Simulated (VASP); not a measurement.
Write the native input for VASP 6.6.1 that does the following.

```
Task                   : single point
Functional             : r2SCAN
Potentials or basis    : VASP PAW PBE potentials, release 64 (Cd)
Cutoff                 : 520 eV
k mesh                 : 8 × 8 × 8
Occupations            : gaussian, width 0.1 eV
Spin                   : no spin polarisation
Dipole correction      : no
Further INCAR settings : ALGO = Normal; EDIFF = 1e-06; NBANDS = 12
```

Cd:

```xyz
1
Lattice="0.0000 2.2181 2.2181 2.2181 0.0000 2.2181 2.2181 2.2181 0.0000" Properties=species:S:1:pos:R:3 pbc="T T T"
Cd    0.0000    0.0000    0.0000
```

The input as run:

POSCAR

```
Cd
1.0
    0.0000000000      2.2181497500      2.2181497500
    2.2181497500      0.0000000000      2.2181497500
    2.2181497500      2.2181497500      0.0000000000
Cd
1
Direct
    0.0000000000      0.0000000000      0.0000000000
```

INCAR.step1

```
ALGO = Normal
EDIFF = 1E-4
ENCUT = 520
GGA = PE
ISMEAR = 0
LASPH = T
LCHARG = F
LREAL = F
LWAVE = T
NBANDS = 12
NELM = 100
PREC = Accurate
SIGMA = 0.1
```

INCAR.step2

```
ALGO = Normal
EDIFF = 1E-6
ENCUT = 520
ISIF = 2
ISMEAR = 0
ISTART = 1
LASPH = T
LCHARG = F
LMIXTAU = T
LREAL = F
LWAVE = F
METAGGA = R2SCAN
NBANDS = 12
NELM = 100
PREC = Accurate
SIGMA = 0.1
```

KPOINTS

```
k-points
0
Gamma
  8 8 8
```

Potentials or basis: VASP PAW PBE potentials, release 64 (Cd).

Run with:

```sh
$ cat potpaw_PBE.64/Cd/POTCAR > POTCAR
$ cp INCAR.step1 INCAR
$ mpirun -np 1 vasp_std > vasp.out
$ cp INCAR.step2 INCAR
$ mpirun -np 1 vasp_std > vasp.out
```

Results of the run:

```yaml
Pressure: 0.2 GPa
Band_gap_on_the_k_mesh: zero (band 6 reaches 4.92 eV, above the bottom of band 7 at 1.47 eV)
```

Caveat: the PAW data sets were made with another functional, which shifts forces and pressure a little.

It took 29 s on 1 thread of AMD EPYC 7R43 64-Core Processor (Zen 3), with other jobs on the host, peak memory 0.1 GiB.
